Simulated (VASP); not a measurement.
# P (Cmce) in VASP: a series of runs

The runs below take P through single point, relaxation of cell and atoms, with PBE.

All numbers are computed with VASP 6.6.1; they aren't measurements. Logs are shortened: lines on timing, memory, paths and dates and some standing lists are left out, and cuts for length are marked.

**1. The cell of the first run**

It takes space group Cmce (No. 64, orthorhombic). The conventional cell has a = 3.310 Å, b = 11.300 Å, c = 4.563 Å, α = 90.00°, β = 90.00°, γ = 90.00°. Within 2.9 Å of P (site symmetry m) lie 3 P at 2.23 to 2.26 Å.

**2. Single point, PBE**

INCAR reads:

```
SYSTEM = P
ALGO     = Normal         ! electronic algorithm
EDIFF    = 1E-6           ! SCF threshold, eV
ENCUT    = 520            ! plane-wave cutoff, eV
GGA      = PE             ! functional
ISIF     = 2              ! what is computed and relaxed
ISMEAR   = 0              ! smearing method
LASPH    = .True.         ! aspherical terms in the spheres
LCHARG   = .False.        ! write CHGCAR
LREAL    = .False.        ! projectors in reciprocal space
LWAVE    = .False.        ! write WAVECAR
NBANDS   = 18             ! bands
NELM     = 80             ! most SCF steps
PREC     = Accurate       ! precision mode
SIGMA    = 0.02           ! smearing width, eV
```

KPOINTS reads:

```
k-points
0
Gamma
  9 9 9
  0 0 0
```

POSCAR reads:

```
P
1.0
    1.6549115656     -5.6499894092      0.0000000000
    1.6549115656      5.6499894092      0.0000000000
    0.0000000000      0.0000000000      4.5631572660
P
4
Direct
    0.9060841058      0.0939158942      0.0865143979
    0.5939158942      0.4060841058      0.5865143979
    0.0939158942      0.9060841058      0.9134856021
    0.4060841058      0.5939158942      0.4134856021
```

Potentials or basis: VASP PAW PBE potentials, release 64 (P).

Run with:

```bash
cat potpaw_PBE.64/P/POTCAR > POTCAR
mpirun -np 1 vasp_std > vasp.out
```

OUTCAR:

```text
SYSTEM = P
   EDIFF = 1E-6
   ENCUT = 520
   GGA = PE
   ISIF = 2
   ISMEAR = 0
   LASPH = .True.
   LREAL = .False.
   NELM = 80
   PREC = Accurate

 ion  position               nearest neighbor table
   1  0.906  0.094  0.087-   4 2.23   4 2.23   3 2.26
   2  0.594  0.406  0.587-   3 2.23   3 2.23   4 2.26
   3  0.094  0.906  0.913-   2 2.23   2 2.23   1 2.26
   4  0.406  0.594  0.413-   1 2.23   1 2.23   2 2.26

  LATTYP: Found a base centered orthorhombic cell.
 ALAT       =     3.3098231312
 B/A-ratio  =     3.4140733116
 C/A-ratio  =     1.3786710302

  Lattice vectors:

 A1 = (   1.6549115656,  -5.6499894092,   0.0000000000)
 A2 = (   1.6549115656,   5.6499894092,   0.0000000000)
 A3 = (   0.0000000000,   0.0000000000,   4.5631572660)

Analysis of symmetry for initial positions (statically):
=====================================================================
 Subroutine PRICEL returns:
 Original cell was already a primitive cell.

 Routine SETGRP: Setting up the symmetry group for a
 base centered orthorhombic supercell.

 Subroutine GETGRP returns: Found  8 space group operations
 (whereof  4 operations were pure point group operations)
 out of a pool of  8 trial point group operations.

The static configuration has the point symmetry C_2h.
 The point group associated with its full space group is D_2h.

Analysis of symmetry for dynamics (positions and initial velocities):
=====================================================================
 Subroutine PRICEL returns:
 Original cell was already a primitive cell.

 Routine SETGRP: Setting up the symmetry group for a
 base centered orthorhombic supercell.

 Subroutine GETGRP returns: Found  8 space group operations
 (whereof  4 operations were pure point group operations)
 out of a pool of  8 trial point group operations.

The dynamic configuration has the point symmetry C_2h.
 The point group associated with its full space group is D_2h.

 Subroutine INISYM returns: Found  8 space group operations
 (whereof  4 operations are pure point group operations),
 and found     1 'primitive' translations

----------------------------------------------------------------------------------------

                                     Primitive cell

  volume of cell :      85.3332

  direct lattice vectors                    reciprocal lattice vectors
     1.654911566 -5.649989409  0.000000000     0.302130948 -0.088495741  0.000000000
     1.654911566  5.649989409  0.000000000     0.302130948  0.088495741  0.000000000
     0.000000000  0.000000000  4.563157266     0.000000000  0.000000000  0.219146512

  length of vectors
     5.887368904  5.887368904  4.563157266     0.314824722  0.314824722  0.219146512

  position of ions in fractional coordinates (direct lattice)
     0.906084106  0.093915894  0.086514398
     0.593915894  0.406084106  0.586514398
     0.093915894  0.906084106  0.913485602
     0.406084106  0.593915894  0.413485602

  ion indices of the primitive-cell ions
   primitive index   ion index
                 1           1
                 2           2
                 3           3
                 4           4

----------------------------------------------------------------------------------------

 KPOINTS: k-points

Automatic generation of k-mesh.
 Grid dimensions read from file:
 generate k-points for:    9    9    9

 Generating k-lattice:

  Cartesian coordinates                     Fractional coordinates (reciprocal lattice)
     0.033570105 -0.009832860  0.000000000     0.111111111  0.000000000  0.000000000
     0.033570105  0.009832860  0.000000000     0.000000000  0.111111111  0.000000000
     0.000000000  0.000000000  0.024349612     0.000000000  0.000000000  0.111111111

  Length of vectors
     0.034980525  0.034980525  0.024349612

  Shift w.r.t. Gamma in fractional coordinates (k-lattice)
     0.000000000  0.000000000  0.000000000

 Subroutine IBZKPT returns following result:
 ===========================================

 Found    125 irreducible k-points:

 Following reciprocal coordinates:
            Coordinates               Weight
  0.000000  0.000000  0.000000      1.000000
  0.111111  0.000000  0.000000      4.000000
  0.222222  0.000000  0.000000      4.000000
  0.333333  0.000000  0.000000      4.000000
  0.444444  0.000000  0.000000      4.000000
  0.111111  0.111111  0.000000      2.000000
[... 16 lines left out ...]
 -0.333333  0.333333  0.000000      2.000000
  0.444444  0.444444  0.000000      2.000000
 [... further k-points ...]
   k-points           NKPTS =    125   k-points in BZ     NKDIM =    125   number of bands    NBANDS=     18
   number of dos      NEDOS =    301   number of ions     NIONS =      4
   total plane-waves  NPLWV =  82944
   dimension x,y,z NGX =    48 NGY =   48 NGZ =   36
   dimension x,y,z NGXF=    96 NGYF=   96 NGZF=   72
   ions per type =               4
   NGX,Y,Z   is equivalent  to a cutoff of  13.55, 13.55, 13.12 a.u.
   NGXF,Y,Z  is equivalent  to a cutoff of  27.11, 27.11, 26.23 a.u.
 SYSTEM =  P
   PREC   = accura    normal or accurate (medium, high low for compatibility)
   ISTART =      0    job   : 0-new  1-cont  2-samecut
   ICHARG =      2    charge: 1-file 2-atom 10-const
   ISPIN  =      1    spin polarized calculation?
   LNONCOLLINEAR =      F non collinear calculations
   LSORBIT =      F    spin-orbit coupling
   LASPH  =      T    aspherical Exc in radial PAW
   ENCUT  =  520.0 eV  38.22 Ry    6.18 a.u.  10.95 10.95  8.48*2*pi/ulx,y,z
   NELM   =     80;   NELMIN=  2; NELMDL= -5     # of ELM steps
   EDIFF  = 0.1E-05   stopping-criterion for ELM
   LREAL  =      F    real-space projection
[... 7 lines left out ...]
   TEBEG  =    0.0;   TEEND  =   0.0 temperature during run
   PSTRESS=    0.0 pullay stress
   NELECT =      20.0000    total number of electrons
   NUPDOWN=      -1.0000    fix difference up-down
   EMIN   =  10.00;   EMAX   =-10.00  energy-range for DOS
   EFERMI =   0.00;   METHOD = LEGACY
   ISMEAR =     0;   SIGMA  =   0.02  broadening in eV -4-tet -1-fermi 0-gaus
   EFERMI_NEDOS =   21; number of points for ismear=-14 and -15
   IALGO  =     38    algorithm
   IMIX   =      4    mixing-type and parameters
     AMIX     =   0.40;   BMIX     =  1.00
     AMIX_MAG =   1.60;   BMIX_MAG =  1.00
  volume/ion in A,a.u.               =      21.33       143.96
  Fermi-wavevector in a.u.,A,eV,Ry     =   1.009359  1.907411 13.861684  1.018805
  Thomas-Fermi vector in A             =   2.142282
   LORBIT       =      0    0 simple, 1 ext, 2 COOP (PROOUT), +10 PAW based schemes
   GGA     = PE    functional components
   LHFCALC =     F    Hartree Fock is set to
   AEXX    =    0.0000 exact exchange contribution
   IVDW    =     0    specifies the selected vdW correction
   LEPSILON=     F    determine dielectric tensor
   LRPA    =     F    only Hartree local field effects (RPA)
 non-spin polarized calculation
 Gauss-broadening in eV      SIGMA  =   0.02
  energy-cutoff  :      520.00
  volume of cell :       85.33
 maximum number of plane-waves:      2319
 NGX is ok and might be reduce to    48
   NGX = 21   NGY = 21   NGZ = 17

 number of electron      19.9999999 magnetization

 Free energy of the ion-electron system (eV)
  ---------------------------------------------------
  ext. energy  EPLUGINS =         0.00000000
  ---------------------------------------------------
  free energy    TOTEN  =       -21.50849796 eV

  energy without entropy =      -21.50849796  energy(sigma->0) =      -21.50849796

 E-fermi :   5.3861     XC(G=0):  -9.2173

 val. band max:        5.2730426375   @ k =  -0.4444   0.4444   0.0000
 cond. band min:       5.5189016091   @ k =  -0.4444   0.4444   0.0000
 fundamental gap:      0.2458589716
 Fermi energy:         5.3860982628

 k-point     1 :       0.0000    0.0000    0.0000
  band No.  band energies     occupation
      1     -10.1461      2.00000
      2      -7.4988      2.00000
      3      -4.2670      2.00000
      4      -1.1388      2.00000
      5       0.3367      2.00000
      6       0.5737      2.00000
[... 10 lines left out ...]
     17      12.0885      0.00000
     18      12.5224      0.00000

 k-point     2 :       0.1111    0.0000    0.0000
  band No.  band energies     occupation
      1      -9.9971      2.00000
      2      -7.3542      2.00000
      3      -4.3322      2.00000
      4      -1.0077      2.00000
      5       0.1047      2.00000
      6       0.6890      2.00000
[... 10 lines left out ...]
     17      11.5623      0.00000
     18      12.0172      0.00000

 k-point     3 :       0.2222    0.0000    0.0000
  band No.  band energies     occupation
      1      -9.5543      2.00000
      2      -6.9211      2.00000
      3      -4.6818      2.00000
      4      -0.9394      2.00000
      5      -0.6371      2.00000
      6      -0.2253      2.00000
[... 10 lines left out ...]
     17      10.4519      0.00000
     18      11.8989      0.00000

 k-point     4 :       0.3333    0.0000    0.0000
  band No.  band energies     occupation
      1      -8.8316      2.00000
      2      -6.2021      2.00000
      3      -5.5405      2.00000
      4      -2.4689      2.00000
      5      -0.5229      2.00000
      6      -0.1370      2.00000
[... 375 lines left out ...]
      4      -0.5539      2.00000
      5      -0.1354      2.00000
      6       0.2713      2.00000
[... 10 lines left out ...]
     17      10.7571      0.00000
     18      11.6464      0.00000

 k-point    23 :      -0.3333    0.3333    0.0000
  band No.  band energies     occupation
      1     -10.0727      2.00000
      2      -7.6815      2.00000
      3      -4.2212      2.00000
      4      -0.7637      2.00000
      5       0.0247      2.00000
      6       0.2451      2.00000
[... 10 lines left out ...]
     17      11.2022      0.00000
     18      11.7218      0.00000

 k-point    24 :       0.4444    0.4444    0.0000
  band No.  band energies     occupation
      1      -9.9007      2.00000
      2      -7.5901      2.00000
      3      -4.2842      2.00000
      4      -0.4440      2.00000
      5      -0.1654      2.00000
      6       0.1574      2.00000
[... 10 lines left out ...]
     17      10.8170      0.00000
     18      11.6431      0.00000

 [... further k-points ...]
[... 5 lines left out ...]
  --------------------------------------------------------------------------------------
  -------------------------------------------------------------------------------------
  Total       -0.1571005     -0.1598663     -0.1732877      0.0000000      0.0000000      0.0000000
  in kB       -2.9496478     -3.0015777     -3.2535720      0.0000000      0.0000000      0.0000000
  external PRESSURE =      -3.0682658 kB  Pullay stress =       0.0000000 kB

 VOLUME and BASIS-vectors are now :
 -----------------------------------------------------------------------------
  energy-cutoff  :      520.00
  volume of cell :       85.33
      direct lattice vectors                 reciprocal lattice vectors
     1.654911566 -5.649989409  0.000000000     0.302130948 -0.088495741  0.000000000
     1.654911566  5.649989409  0.000000000     0.302130948  0.088495741  0.000000000
     0.000000000  0.000000000  4.563157266     0.000000000  0.000000000  0.219146512

 POSITION                                       TOTAL-FORCE (eV/Angst)
 -----------------------------------------------------------------------------------
      1.65491     -4.58874      0.39478         0.000000     -0.037531      0.034633
      1.65491     -1.06125      2.67636         0.000000      0.037531      0.034633
      1.65491      4.58874      4.16838         0.000000      0.037531     -0.034633
      1.65491      1.06125      1.88680         0.000000     -0.037531     -0.034633
 -----------------------------------------------------------------------------------
    total drift:                                0.000000     -0.000000      0.000000

  FREE ENERGIE OF THE ION-ELECTRON SYSTEM (eV)
  ---------------------------------------------------
  free  energy   TOTEN  =       -21.5084979598 eV

  energy  without entropy=      -21.5084979598  energy(sigma->0) =      -21.50849796
```

It took 2.1 min on 1 thread of Intel Xeon 6975P-C (Granite Rapids), shared host; peak memory 0.33 GiB.

Results:

* Free energy: -21.5085 eV
* Pressure: -0.3 GPa
* Largest force: 0.051 eV/Å
* Band gap on the k mesh: 0.25 eV

Forces in eV/Å, atoms in the order of the input:
```
P    0.000 -0.038  0.035
P    0.000  0.038  0.035
P    0.000  0.038 -0.035
P    0.000 -0.038 -0.035
```

Levels at points of the mesh, in eV from the valence-band top:
```csv
k point,band 6,band 7,band 8,band 9,band 10,band 11,band 12,band 13,band 14,band 15
"(0.00, 0.00, 0.00)",-4.70,-3.74,-2.56,-2.24,-0.95,0.79,1.28,2.15,2.95,5.46
```

(Continued in part 2 of 2.)
